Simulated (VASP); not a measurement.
# La (Im-3m) in VASP: further runs

Runs on La. Level: r2SCAN. Tasks: single point.

Program: VASP 6.6.1. These are calculated values, not measurements. Logs are shortened: lines on timing, memory, paths and dates and some standing lists are left out, and cuts for length are marked.

**1. The cell of the first run**

It takes space group Im-3m (No. 229, cubic). Conventional cell: a = 4.276 Å, b = 4.276 Å, c = 4.276 Å, α = 90.00°, β = 90.00°, γ = 90.00°. Within 4.9 Å of La (site symmetry m-3m) lie 14 La at 3.70 to 4.28 Å.

This isn't the form of La at room conditions, which is double hcp.

**2. Single point, r2SCAN (39.09 Å³/atom)**

File POSCAR:

```
La
1.0
   -2.1378965873      2.1378965873      2.1378965873
    2.1378965873     -2.1378965873      2.1378965873
    2.1378965873      2.1378965873     -2.1378965873
La
1
Direct
    0.0000000000      0.0000000000      0.0000000000
```

File INCAR.step1:

```
PREC = Accurate
ENCUT = 550
ISMEAR = -1
SIGMA = 0.05
LREAL = F
LASPH = T
NELM = 200
NBANDS = 12
GGA = PE
ALGO = Normal
EDIFF = 1E-5
LWAVE = T
LCHARG = F
GGA_COMPAT = F
LMAXMIX = 6
```

File INCAR.step2:

```
PREC = Accurate
ENCUT = 550
EDIFF = 1E-6
ISMEAR = -1
SIGMA = 0.05
LREAL = F
LASPH = T
NELM = 200
ALGO = Normal
ISIF = 2
LWAVE = F
LCHARG = F
METAGGA = R2SCAN
LMIXTAU = T
NBANDS = 12
ISTART = 1
GGA_COMPAT = F
LMAXMIX = 6
```

File KPOINTS:

```
regular mesh
0
Gamma
  9 9 9
```

Potentials or basis: VASP PAW PBE potentials, release 64 (La).

Command:

```bash
> cat potpaw_PBE.64/La/POTCAR > POTCAR
> cp INCAR.step1 INCAR
> mpirun -np 1 vasp_std > vasp.out
> cp INCAR.step2 INCAR
> mpirun -np 1 vasp_std > vasp.out
```

OUTCAR:

```text
PREC = Accurate
   ENCUT = 550
   EDIFF = 1E-6
   ISMEAR = -1
   LREAL = F
   LASPH = T
   NELM = 200
   ISIF = 2
   METAGGA = R2SCAN
   ISTART = 1

 ion  position               nearest neighbor table
   1  0.000  0.000  0.000-

  LATTYP: Found a body centered cubic cell.
 ALAT       =     4.2757931746

  Lattice vectors:

 A1 = (  -2.1378965873,   2.1378965873,   2.1378965873)
 A2 = (   2.1378965873,  -2.1378965873,   2.1378965873)
 A3 = (   2.1378965873,   2.1378965873,  -2.1378965873)

Analysis of symmetry for initial positions (statically):
=====================================================================
 Subroutine PRICEL returns:
 Original cell was already a primitive cell.

 Routine SETGRP: Setting up the symmetry group for a
 body centered cubic supercell.

 Subroutine GETGRP returns: Found 48 space group operations
 (whereof 48 operations were pure point group operations)
 out of a pool of 48 trial point group operations.

The static configuration has the point symmetry O_h .

Analysis of symmetry for dynamics (positions and initial velocities):
=====================================================================
 Subroutine PRICEL returns:
 Original cell was already a primitive cell.

 Routine SETGRP: Setting up the symmetry group for a
 body centered cubic supercell.

 Subroutine GETGRP returns: Found 48 space group operations
 (whereof 48 operations were pure point group operations)
 out of a pool of 48 trial point group operations.

The dynamic configuration has the point symmetry O_h .

 Subroutine INISYM returns: Found 48 space group operations
 (whereof 48 operations are pure point group operations),
 and found     1 'primitive' translations

----------------------------------------------------------------------------------------

                                     Primitive cell

  volume of cell :      39.0859

  direct lattice vectors                    reciprocal lattice vectors
    -2.137896587  2.137896587  2.137896587     0.000000000  0.233874736  0.233874736
     2.137896587 -2.137896587  2.137896587     0.233874736  0.000000000  0.233874736
     2.137896587  2.137896587 -2.137896587     0.233874736  0.233874736  0.000000000

  length of vectors
     3.702945511  3.702945511  3.702945511     0.330748824  0.330748824  0.330748824

  position of ions in fractional coordinates (direct lattice)
     0.000000000  0.000000000  0.000000000

[... 67 lines left out ...]
   ISTART =      1    job   : 0-new  1-cont  2-samecut
   ICHARG =      0    charge: 1-file 2-atom 10-const
   ISPIN  =      1    spin polarized calculation?
   LNONCOLLINEAR =      F non collinear calculations
   LSORBIT =      F    spin-orbit coupling
   LASPH  =      T    aspherical Exc in radial PAW
   ENCUT  =  550.0 eV  40.42 Ry    6.36 a.u.   7.08  7.08  7.08*2*pi/ulx,y,z
   NELM   =    200;   NELMIN=  2; NELMDL=  0     # of ELM steps
   EDIFF  = 0.1E-05   stopping-criterion for ELM
   LREAL  =      F    real-space projection
[... 7 lines left out ...]
   TEBEG  =    0.0;   TEEND  =   0.0 temperature during run
   PSTRESS=    0.0 pullay stress
   NELECT =      11.0000    total number of electrons
   NUPDOWN=      -1.0000    fix difference up-down
   EMIN   =  10.00;   EMAX   =-10.00  energy-range for DOS
   EFERMI =   0.00;   METHOD = LEGACY
   ISMEAR =    -1;   SIGMA  =   0.05  broadening in eV -4-tet -1-fermi 0-gaus
   EFERMI_NEDOS =   21; number of points for ismear=-14 and -15
   IALGO  =     38    algorithm
   IMIX   =      4    mixing-type and parameters
     AMIX     =   0.40;   BMIX     =  1.00
     AMIX_MAG =   1.60;   BMIX_MAG =  1.00
  volume/ion in A,a.u.               =      39.09       263.76
  Fermi-wavevector in a.u.,A,eV,Ry     =   1.072834  2.027362 15.659924  1.150972
  Thomas-Fermi vector in A             =   2.208615
   LORBIT       =      0    0 simple, 1 ext, 2 COOP (PROOUT), +10 PAW based schemes
   METAGGA = R2SCAN    functional components
   LHFCALC =     F    Hartree Fock is set to
   AEXX    =    0.0000 exact exchange contribution
   IVDW    =     0    specifies the selected vdW correction
   LEPSILON=     F    determine dielectric tensor
   LRPA    =     F    only Hartree local field effects (RPA)
 non-spin polarized calculation
  energy-cutoff  :      550.00
  volume of cell :       39.09
 maximum number of plane-waves:      1163
   NGX = 15   NGY = 15   NGZ = 15

 number of electron      10.9999998 magnetization

 Free energy of the ion-electron system (eV)
  ---------------------------------------------------
  ext. energy  EPLUGINS =         0.00000000
  ---------------------------------------------------
  free energy    TOTEN  =       -29.63649575 eV

  energy without entropy =      -29.61217607  energy(sigma->0) =      -29.62433591

 E-fermi :   7.5353     XC(G=0): -10.0049

 val. band max:        7.5095114771   @ k =   0.3333   0.2222   0.0000
 cond. band min:       7.5378394299   @ k =   0.2222   0.1111   0.1111
 fundamental gap:      0.0283279528
 Fermi energy:         7.5353136761

 k-point     1 :       0.0000    0.0000    0.0000
  band No.  band energies     occupation
      1     -26.6847      2.00000
      2      -9.2824      2.00000
      3      -9.2824      2.00000
      4      -9.2824      2.00000
      5       4.1068      2.00000
      6       9.1700      0.00000
      7       9.1700      0.00000
      8       9.1700      0.00000
      9       9.2196      0.00000
     10       9.2196      0.00000
     11       9.2196      0.00000
     12       9.9518      0.00000
[... 331 lines left out ...]
 k-point    24 :      -0.4444   -0.4444    0.1111
  band No.  band energies     occupation
      1     -26.4698      2.00000
      2     -10.3827      2.00000
      3      -9.8524      2.00000
      4      -9.4779      2.00000
      5       6.3531      2.00000
      6       7.8340      0.00508
      7       7.9480      0.00052
      8       9.0399      0.00000
      9       9.5428      0.00000
     10       9.7026      0.00000
     11       9.8699      0.00000
     12       9.9102      0.00000

 [... further k-points ...]
[... 5 lines left out ...]
  --------------------------------------------------------------------------------------
  -------------------------------------------------------------------------------------
  Total       -0.1518299     -0.1518299     -0.1518299     -0.0000000     -0.0000000      0.0000000
  in kB       -6.2236864     -6.2236864     -6.2236864     -0.0000000     -0.0000000      0.0000000
  external PRESSURE =      -6.2236864 kB  Pullay stress =       0.0000000 kB

 VOLUME and BASIS-vectors are now :
 -----------------------------------------------------------------------------
  energy-cutoff  :      550.00
  volume of cell :       39.09
      direct lattice vectors                 reciprocal lattice vectors
    -2.137896587  2.137896587  2.137896587     0.000000000  0.233874736  0.233874736
     2.137896587 -2.137896587  2.137896587     0.233874736  0.000000000  0.233874736
     2.137896587  2.137896587 -2.137896587     0.233874736  0.233874736  0.000000000

 POSITION                                       TOTAL-FORCE (eV/Angst)
 -----------------------------------------------------------------------------------
      0.00000      0.00000      0.00000        -0.000000      0.000000     -0.000000
 -----------------------------------------------------------------------------------
    total drift:                               -0.000000      0.000000     -0.000000

  FREE ENERGIE OF THE ION-ELECTRON SYSTEM (eV)
  ---------------------------------------------------
  free  energy   TOTEN  =       -29.6364957546 eV

  energy  without entropy=      -29.6121760709  energy(sigma->0) =      -29.62433591
```

OUTCAR.step1:

```text
PREC = Accurate
   ENCUT = 550
   ISMEAR = -1
   LREAL = F
   LASPH = T
   NELM = 200
[... 573 lines left out ...]

 POSITION                                       TOTAL-FORCE (eV/Angst)
 -----------------------------------------------------------------------------------
      0.00000      0.00000      0.00000        -0.000000      0.000000     -0.000000
 -----------------------------------------------------------------------------------
    total drift:                               -0.000000      0.000000     -0.000000

  FREE ENERGIE OF THE ION-ELECTRON SYSTEM (eV)
  ---------------------------------------------------
  free  energy   TOTEN  =        -4.7676455164 eV

  energy  without entropy=       -4.7397965242  energy(sigma->0) =       -4.75372102
```

OSZICAR.step1:

```text
N       E                     dE             d eps       ncg     rms          rms(c)
DAV:   1     0.104111595487E+03    0.10411E+03   -0.38383E+03   848   0.120E+03
DAV:   2     0.215935340539E+01   -0.10195E+03   -0.98060E+02  1104   0.180E+02
DAV:   3    -0.430078893513E+01   -0.64601E+01   -0.62062E+01  1116   0.790E+01
DAV:   4    -0.476000397674E+01   -0.45922E+00   -0.45240E+00  1568   0.142E+01
DAV:   5    -0.476969958217E+01   -0.96956E-02   -0.96872E-02  1280   0.233E+00    0.198E+00
DAV:   6    -0.476193861877E+01    0.77610E-02   -0.14229E-02  1588   0.101E+00    0.119E+00
DAV:   7    -0.476361887080E+01   -0.16803E-02   -0.45548E-02  1124   0.165E+00    0.209E-01
DAV:   8    -0.476434503979E+01   -0.72617E-03   -0.21752E-03  1632   0.363E-01    0.228E-01
DAV:   9    -0.476451118199E+01   -0.16614E-03   -0.16365E-04  1624   0.116E-01    0.259E-01
DAV:  10    -0.475884622364E+01    0.56650E-02   -0.17430E-02  1156   0.111E+00    0.582E-01
DAV:  11    -0.476676318818E+01   -0.79170E-02   -0.86719E-02  1384   0.294E+00    0.702E-01
DAV:  12    -0.476766264507E+01   -0.89946E-03   -0.66618E-03  1472   0.934E-01    0.149E-01
DAV:  13    -0.476764923558E+01    0.13409E-04   -0.67451E-04  1664   0.221E-01    0.223E-02
DAV:  14    -0.476764551644E+01    0.37191E-05   -0.64441E-05  1576   0.909E-02
   1 F= -.47676455E+01 E0= -.47537210E+01  d E =-.278490E-01
```

It took 3.2 min on 1 thread of Intel Xeon 8259CL, shared host; peak memory 0.19 GiB.

What came out:

```yaml
Free_energy: -29.6365 eV
Pressure: -0.6 GPa
Band_gap_on_the_k_mesh: zero (an odd number of electrons rules out a gap without spin polarisation)
```

Caveat: the PAW data sets were made with another functional, which shifts forces and pressure a little; spin-orbit coupling is left out, which moves the levels of the heavy elements.

**3. Single point, r2SCAN (39.85 Å³/atom)**

This run uses another cell than the first one, of 39.85 Å³/atom.

File POSCAR:

```
La
1.0
   -2.1517794217      2.1517794217      2.1517794217
    2.1517794217     -2.1517794217      2.1517794217
    2.1517794217      2.1517794217     -2.1517794217
La
1
Direct
    0.0000000000      0.0000000000      0.0000000000
```

INCAR.step1 is that of step 2.

INCAR.step2 is that of step 2.

KPOINTS is that of step 2.

Potentials or basis: VASP PAW PBE potentials, release 64 (La).

Command:

```bash
> cat potpaw_PBE.64/La/POTCAR > POTCAR
> cp INCAR.step1 INCAR
> mpirun -np 1 vasp_std > vasp.out
> cp INCAR.step2 INCAR
> mpirun -np 1 vasp_std > vasp.out
```

Wall time 4.1 min (1 thread of Intel Xeon 8259CL, shared host); peak memory 0.19 GiB.

The run converged. Its results:

* Free energy: -29.6325 eV
* Pressure: -1.0 GPa
* Band gap on the k mesh: zero (an odd number of electrons rules out a gap without spin polarisation)

Levels at points of the mesh, in eV from the Fermi level:
```csv
k point,band 3,band 4,band 5,band 6,band 7,band 8,band 9,band 10
"(0.00, 0.00, 0.00)",-16.89,-16.89,-3.44,1.61,1.61,1.61,1.65,1.65
```

Caveat: the PAW data sets were made with another functional, which shifts forces and pressure a little; spin-orbit coupling is left out, which moves the levels of the heavy elements.

The gap in the log of VASP goes by the Fermi energy; the results here count the filled bands.